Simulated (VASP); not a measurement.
# Hf3Ti (P6_3/mmc) in VASP: single point with PBE

Aim: the single point of Hf3Ti with PBE.

All numbers are computed with VASP 6.6.1; they aren't measurements. Logs are shortened: lines on timing, memory, paths and dates and some standing lists are left out, and cuts for length are marked.

## Step 1: The cell of the first run

It takes space group P6_3/mmc (No. 194, hexagonal). Conventional cell: a = 6.277 Å, b = 6.277 Å, c = 4.991 Å, α = 90.00°, β = 90.00°, γ = 120.00°. Within 4.0 Å of Hf (site symmetry mm2) lie 4 Ti at 3.06 to 3.14 Å and 8 Hf at 3.08 to 3.20 Å. Within 4.0 Å of Ti (site symmetry -6m2) lie 12 Hf at 3.06 to 3.14 Å.

## Step 2: Single point, PBE

INCAR

```
SYSTEM = Hf3Ti
  PREC = Accurate
  ENCUT = 520
  EDIFF = 1E-6
  ISMEAR = 0
  SIGMA = 0.1
  LREAL = .False.
  LASPH = .True.
  NELM = 60
  ALGO = Normal
  ISIF = 2
  LWAVE = .False.
  LCHARG = .True.
  GGA = PE
  LELF = .True.
  LVHAR = .True.
  NBANDS = 52
```

KPOINTS

```
Automatic mesh
0
Gamma
  3 3 4
  0 0 0
```

POSCAR

```
Hf3Ti
1.0
    6.2766062746      0.0000000000      0.0000000000
   -3.1383031373      5.4357004833      0.0000000000
    0.0000000000      0.0000000000      4.9914602358
Hf Ti
6 2
Direct
    0.8301455660      0.6602911321      0.2500000000
    0.1698544340      0.8301455660      0.7500000000
    0.3397088679      0.1698544340      0.2500000000
    0.1698544340      0.3397088679      0.7500000000
    0.8301455660      0.1698544340      0.2500000000
    0.6602911321      0.8301455660      0.7500000000
    0.3333333333      0.6666666667      0.2500000000
    0.6666666667      0.3333333333      0.7500000000
```

Potentials or basis: VASP PAW PBE potentials, release 64 (Hf_pv, Ti_sv).

Started as:

```console
$ cat potpaw_PBE.64/Hf_pv/POTCAR potpaw_PBE.64/Ti_sv/POTCAR > POTCAR
$ mpirun -np 1 vasp_std > vasp.out
```

OUTCAR:

```text
SYSTEM = Hf3Ti
   PREC = Accurate
   ENCUT = 520
   EDIFF = 1E-6
   ISMEAR = 0
   LREAL = .False.
   LASPH = .True.
   NELM = 60
   ISIF = 2
   GGA = PE

 ion  position               nearest neighbor table
   1  0.830  0.660  0.250-   8 3.06   8 3.06   3 3.08   5 3.08   6 3.10   6 3.10   2 3.10   2 3.10
                             7 3.14   7 3.14   5 3.20   3 3.20
   2  0.170  0.830  0.750-   7 3.06   7 3.06   4 3.08   6 3.08   3 3.10   3 3.10   1 3.10   1 3.10
                             8 3.14   8 3.14   4 3.20   6 3.20
   3  0.340  0.170  0.250-   8 3.06   8 3.06   1 3.08   5 3.08   4 3.10   4 3.10   2 3.10   2 3.10
                             7 3.14   7 3.14   1 3.20   5 3.20
   4  0.170  0.340  0.750-   7 3.06   7 3.06   2 3.08   6 3.08   3 3.10   3 3.10   5 3.10   5 3.10
                             8 3.14   8 3.14   2 3.20   6 3.20
   5  0.830  0.170  0.250-   8 3.06   8 3.06   1 3.08   3 3.08   6 3.10   6 3.10   4 3.10   4 3.10
                             7 3.14   7 3.14   1 3.20   3 3.20
   6  0.660  0.830  0.750-   7 3.06   7 3.06   4 3.08   2 3.08   1 3.10   1 3.10   5 3.10   5 3.10
                             8 3.14   8 3.14   4 3.20   2 3.20
   7  0.333  0.667  0.250-   2 3.06   2 3.06   4 3.06   4 3.06   6 3.06   6 3.06   3 3.14   5 3.14
                             5 3.14   3 3.14   1 3.14   1 3.14
   8  0.667  0.333  0.750-   5 3.06   5 3.06   1 3.06   1 3.06   3 3.06   3 3.06   6 3.14   2 3.14
                             2 3.14   6 3.14   4 3.14   4 3.14

  LATTYP: Found a hexagonal cell.
 ALAT       =     6.2766062746
 C/A-ratio  =     0.7952482627

  Lattice vectors:

 A1 = (   6.2766062746,   0.0000000000,   0.0000000000)
 A2 = (  -3.1383031373,   5.4357004833,   0.0000000000)
 A3 = (   0.0000000000,   0.0000000000,   4.9914602358)

Analysis of symmetry for initial positions (statically):
=====================================================================
 Subroutine PRICEL returns:
 Original cell was already a primitive cell.

 Routine SETGRP: Setting up the symmetry group for a
 hexagonal supercell.

 Subroutine GETGRP returns: Found 24 space group operations
 (whereof 12 operations were pure point group operations)
 out of a pool of 24 trial point group operations.

The static configuration has the point symmetry D_3d.
 The point group associated with its full space group is D_6h.

Analysis of symmetry for dynamics (positions and initial velocities):
=====================================================================
 Subroutine PRICEL returns:
 Original cell was already a primitive cell.

 Routine SETGRP: Setting up the symmetry group for a
 hexagonal supercell.

 Subroutine GETGRP returns: Found 24 space group operations
 (whereof 12 operations were pure point group operations)
 out of a pool of 24 trial point group operations.

The dynamic configuration has the point symmetry D_3d.
 The point group associated with its full space group is D_6h.

 Subroutine INISYM returns: Found 24 space group operations
 (whereof 12 operations are pure point group operations),
 and found     1 'primitive' translations

----------------------------------------------------------------------------------------

                                     Primitive cell

  volume of cell :     170.2974

  direct lattice vectors                    reciprocal lattice vectors
     6.276606275  0.000000000  0.000000000     0.159321767  0.091984465  0.000000000
    -3.138303137  5.435700483  0.000000000     0.000000000  0.183968930  0.000000000
     0.000000000  0.000000000  4.991460236     0.000000000  0.000000000  0.200342175

  length of vectors
     6.276606275  6.276606275  4.991460236     0.183968930  0.183968930  0.200342175

  position of ions in fractional coordinates (direct lattice)
     0.830145566  0.660291132  0.250000000
     0.169854434  0.830145566  0.750000000
     0.339708868  0.169854434  0.250000000
     0.169854434  0.339708868  0.750000000
     0.830145566  0.169854434  0.250000000
     0.660291132  0.830145566  0.750000000
     0.333333333  0.666666667  0.250000000
     0.666666667  0.333333333  0.750000000

  ion indices of the primitive-cell ions
   primitive index   ion index
                 1           1
                 2           2
                 3           3
                 4           4
                 5           5
                 6           6
                 7           7
                 8           8

----------------------------------------------------------------------------------------

 KPOINTS: Automatic mesh

Automatic generation of k-mesh.
 Grid dimensions read from file:
 generate k-points for:    3    3    4

 Generating k-lattice:

  Cartesian coordinates                     Fractional coordinates (reciprocal lattice)
     0.053107256  0.030661488  0.000000000     0.333333333  0.000000000  0.000000000
     0.000000000  0.061322977  0.000000000     0.000000000  0.333333333  0.000000000
     0.000000000  0.000000000  0.050085544     0.000000000  0.000000000  0.250000000

  Length of vectors
     0.061322977  0.061322977  0.050085544

  Shift w.r.t. Gamma in fractional coordinates (k-lattice)
     0.000000000  0.000000000  0.000000000

 Subroutine IBZKPT returns following result:
 ===========================================

 Found      9 irreducible k-points:

 Following reciprocal coordinates:
            Coordinates               Weight
  0.000000  0.000000  0.000000      1.000000
  0.333333  0.000000  0.000000      6.000000
  0.333333  0.333333  0.000000      2.000000
  0.000000  0.000000  0.250000      2.000000
  0.333333  0.000000  0.250000     12.000000
  0.333333  0.333333  0.250000      4.000000
  0.000000  0.000000  0.500000      1.000000
  0.333333  0.000000  0.500000      6.000000
  0.333333  0.333333  0.500000      2.000000
   k-points           NKPTS =      9   k-points in BZ     NKDIM =      9   number of bands    NBANDS=     52
   number of dos      NEDOS =    301   number of ions     NIONS =      8
   total plane-waves  NPLWV =  92160
   dimension x,y,z NGX =    48 NGY =   48 NGZ =   40
   dimension x,y,z NGXF=    96 NGYF=   96 NGZF=   80
   ions per type =               6   2
   NGX,Y,Z   is equivalent  to a cutoff of  12.71, 12.71, 13.32 a.u.
   NGXF,Y,Z  is equivalent  to a cutoff of  25.43, 25.43, 26.64 a.u.
 SYSTEM =  Hf3Ti
   PREC   = accura    normal or accurate (medium, high low for compatibility)
   ISTART =      0    job   : 0-new  1-cont  2-samecut
   ICHARG =      2    charge: 1-file 2-atom 10-const
   ISPIN  =      1    spin polarized calculation?
   LNONCOLLINEAR =      F non collinear calculations
   LSORBIT =      F    spin-orbit coupling
   LASPH  =      T    aspherical Exc in radial PAW
   ENCUT  =  520.0 eV  38.22 Ry    6.18 a.u.  11.67 11.67  9.28*2*pi/ulx,y,z
   NELM   =     60;   NELMIN=  2; NELMDL= -5     # of ELM steps
   EDIFF  = 0.1E-05   stopping-criterion for ELM
   LREAL  =      F    real-space projection
   EDIFFG = 0.1E-04   stopping-criterion for IOM
   NSW    =      0    number of steps for IOM
   IBRION =     -1    ionic relax: 0-MD 1-quasi-New 2-CG
   NFREE  =      0    steps in history (QN), initial steepest desc. (CG)
   ISIF   =      2    stress and relaxation
   ISYM   =      2    0-nonsym 1-usesym 2-fastsym
   POTIM  = 0.5000    time-step for ionic-motion
   TEBEG  =    0.0;   TEEND  =   0.0 temperature during run
   PSTRESS=    0.0 pullay stress
   NELECT =      84.0000    total number of electrons
   NUPDOWN=      -1.0000    fix difference up-down
   EMIN   =  10.00;   EMAX   =-10.00  energy-range for DOS
   EFERMI =   0.00;   METHOD = LEGACY
   ISMEAR =     0;   SIGMA  =   0.10  broadening in eV -4-tet -1-fermi 0-gaus
   EFERMI_NEDOS =   21; number of points for ismear=-14 and -15
   IALGO  =     38    algorithm
   IMIX   =      4    mixing-type and parameters
     AMIX     =   0.40;   BMIX     =  1.00
     AMIX_MAG =   1.60;   BMIX_MAG =  1.00
  volume/ion in A,a.u.               =      21.29       143.65
  Fermi-wavevector in a.u.,A,eV,Ry     =   1.293496  2.444354 22.764359  1.673133
  Thomas-Fermi vector in A             =   2.425138
   LORBIT       =      0    0 simple, 1 ext, 2 COOP (PROOUT), +10 PAW based schemes
   GGA     = PE    functional components
   LHFCALC =     F    Hartree Fock is set to
   AEXX    =    0.0000 exact exchange contribution
   IVDW    =     0    specifies the selected vdW correction
   LEPSILON=     F    determine dielectric tensor
   LRPA    =     F    only Hartree local field effects (RPA)
 non-spin polarized calculation
 Gauss-broadening in eV      SIGMA  =   0.10
  energy-cutoff  :      520.00
  volume of cell :      170.30
 maximum number of plane-waves:      4614
 NGX is ok and might be reduce to    48
   NGX = 23   NGY = 23   NGZ = 19

 number of electron      83.9999999 magnetization

 Free energy of the ion-electron system (eV)
  ---------------------------------------------------
  ext. energy  EPLUGINS =         0.00000000
  ---------------------------------------------------
  free energy    TOTEN  =       -74.98543601 eV

  energy without entropy =      -74.91417162  energy(sigma->0) =      -74.94980382

 E-fermi :   5.5975     XC(G=0): -11.2897

 val. band max:        5.5637844549   @ k =   0.3333   0.3333   0.2500
 cond. band min:       5.6172587216   @ k =   0.3333   0.0000   0.5000
 fundamental gap:      0.0534742667
 Fermi energy:         5.5974885363

 k-point     1 :       0.0000    0.0000    0.0000
  band No.  band energies     occupation
      1     -51.4238      2.00000
      2     -51.4235      2.00000
      3     -27.7246      2.00000
      4     -27.7129      2.00000
      5     -27.6649      2.00000
      6     -27.6649      2.00000
[... 44 lines left out ...]
     51       6.7596      0.00000
     52       7.2000      0.00000

 k-point     2 :       0.3333    0.0000    0.0000
  band No.  band energies     occupation
      1     -51.4237      2.00000
      2     -51.4236      2.00000
      3     -27.7218      2.00000
      4     -27.7151      2.00000
      5     -27.6612      2.00000
      6     -27.6555      2.00000
[... 377 lines left out ...]
 k-point     9 :       0.3333    0.3333    0.5000
  band No.  band energies     occupation
      1     -51.4237      2.00000
      2     -51.4237      2.00000
      3     -27.7154      2.00000
      4     -27.7154      2.00000
      5     -27.6557      2.00000
      6     -27.6557      2.00000
[... 44 lines left out ...]
     51       7.3305      0.00000
     52       7.3317      0.00000

------------------------ aborting loop because EDIFF is reached ----------------------------------------

  FORCE on cell =-STRESS in cart. coord.  units (eV):
  Direction    XX          YY          ZZ          XY          YZ          ZX
  --------------------------------------------------------------------------------------
  -------------------------------------------------------------------------------------
  Total       -0.2197052     -0.2197052     -0.4946551      0.0000000      0.0000000      0.0000000
  in kB       -2.0670116     -2.0670116     -4.6537710      0.0000000      0.0000000      0.0000000
  external PRESSURE =      -2.9292647 kB  Pullay stress =       0.0000000 kB

 VOLUME and BASIS-vectors are now :
 -----------------------------------------------------------------------------
  energy-cutoff  :      520.00
  volume of cell :      170.30
      direct lattice vectors                 reciprocal lattice vectors
     6.276606275  0.000000000  0.000000000     0.159321767  0.091984465  0.000000000
    -3.138303137  5.435700483  0.000000000     0.000000000  0.183968930  0.000000000
     0.000000000  0.000000000  4.991460236     0.000000000  0.000000000  0.200342175

 POSITION                                       TOTAL-FORCE (eV/Angst)
 -----------------------------------------------------------------------------------
      3.13830      3.58914      1.24787        -0.000000     -0.010217      0.000000
     -1.53914      4.51242      3.74360         0.008848     -0.005109     -0.000000
      1.59916      0.92328      1.24787         0.008848      0.005109     -0.000000
      0.00000      1.84656      3.74360        -0.000000      0.010217      0.000000
      4.67744      0.92328      1.24787        -0.008848      0.005109     -0.000000
      1.53914      4.51242      3.74360        -0.008848     -0.005109      0.000000
     -0.00000      3.62380      1.24787        -0.000000     -0.000000      0.000000
      3.13830      1.81190      3.74360        -0.000000     -0.000000      0.000000
 -----------------------------------------------------------------------------------
    total drift:                               -0.000000      0.000000     -0.000000

  FREE ENERGIE OF THE ION-ELECTRON SYSTEM (eV)
  ---------------------------------------------------
  free  energy   TOTEN  =       -74.9854360125 eV

  energy  without entropy=      -74.9141716208  energy(sigma->0) =      -74.94980382
```

It took 1.8 min on 1 thread of Intel Xeon 6975P-C (Granite Rapids), shared host; peak memory 0.31 GiB.

What came out:

| Quantity | Value |
| --- | --- |
| Free energy | -74.9854 eV |
| Pressure | -0.3 GPa |
| Largest force | 0.010 eV/Å |
| Band gap on the k mesh | zero (band 42 reaches 6.30 eV, above the bottom of band 43 at 5.32 eV) |

Forces in eV/Å, atoms in the order of the input:
```
Hf   0.000 -0.010  0.000
Hf   0.009 -0.005  0.000
Hf   0.009  0.005  0.000
Hf   0.000  0.010  0.000
Hf  -0.009  0.005  0.000
Hf  -0.009 -0.005  0.000
Ti   0.000  0.000  0.000
Ti   0.000  0.000  0.000
```

Caveat: the k points lie up to 0.39 Å⁻¹ apart; spin-orbit coupling is left out, which moves the levels of the heavy elements.
